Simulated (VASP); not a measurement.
The system is Rh.

```
CELL_PARAMETERS angstrom
-1.52920 1.52920 1.52920
1.52920 -1.52920 1.52920
1.52920 1.52920 -1.52920
ATOMIC_POSITIONS crystal
Rh 0.00000 0.00000 0.00000
```

Base run:

| Quantity | Value |
| --- | --- |
| Program | VASP 6.6.1 |
| Functional | r2SCAN |
| Potentials or basis | VASP PAW PBE potentials, release 64 (Rh_pv) |
| Cutoff | 520 eV |
| k mesh | 16 × 16 × 16 |
| Occupations | fermi-dirac, width 0.05 eV |
| Spin | collinear spin, ferromagnetic start |
| Starting moments | [0.873] μB |

Its results: pressure -0.1 GPa; net moment 0.76 μB per cell; site moments Rh +0.78 μB.

Problem. The run is repeated on the same cell with these changes: k mesh from 16 × 16 × 16 to 15 × 15 × 15; moments at the start from [0.87] to [1.0]. What comes out?

Solution. Pressure 1.1 GPa; net moment 0.93 μB per cell; site moments Rh +0.94 μB.

Caveats: the PAW data sets were made with another functional, which shifts forces and pressure a little.
